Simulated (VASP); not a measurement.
Input of a VASP 6.6.1 run:

Contents of INCAR:

```
  PREC = Accurate
  ENCUT = 520
  EDIFF = 1E-6
  ISMEAR = 0
  SIGMA = 0.05
  LREAL = F
  LASPH = T
  NELM = 60
  ALGO = Normal
  ISIF = 2
  LWAVE = F
  LCHARG = T
  GGA = PS
  LELF = T
  LVHAR = T
  NBANDS = 26
```

The input KPOINTS:

```
Automatic mesh
0
Gamma
  9 9 4
```

POSCAR

```
MgO
1.0
    3.2553371795      0.0000000000      0.0000000000
   -1.6276685897      2.8192046953      0.0000000000
    0.0000000000      0.0000000000     10.4149514991
Mg O
4 4
Direct
    0.3333333333      0.6666666667      0.9695963559
    0.0000000000      0.0000000000      0.2209473890
    0.0000000000      0.0000000000      0.7209473890
    0.6666666667      0.3333333333      0.4695963559
    0.3333333333      0.6666666667      0.7799156657
   -0.1996720967      0.0000000000      0.5170567142
    0.0000000000      0.0000000000      0.0295387694
    0.6666666667      0.3333333333      0.2799156657
```

Potentials or basis: VASP PAW PBE potentials, release 64 (Mg, O).

The run is started by

```console
$ cat potpaw_PBE.64/Mg/POTCAR potpaw_PBE.64/O/POTCAR > POTCAR
$ mpirun -np 1 vasp_std > vasp.out
```

Question: What does it give for the band gap on the k mesh?

Answer: 3.08 eV.

Question: Estimate the largest force.

Answer: 21.446 eV/Å.

Question: What does it give for the pressure?

Answer: 13.7 GPa.

Stress tensor (GPa, compression positive):
```
 18.42 -20.70  10.66
-20.70  18.56 -11.82
 10.66 -11.82   4.24
```

Caveat: the cell differs from its parent crystal (atom 6 (O) moved by -0.650 Å along [1 0 0] and -0.130 Å along [0 0 1]); atoms lie so close that the PAW spheres overlap strongly, which falsifies energies and pressures; the stress differs along the axes, from 4 to 19 GPa; the PAW data sets were made with another functional, which shifts forces and pressure a little. A k mesh can miss the band edges.
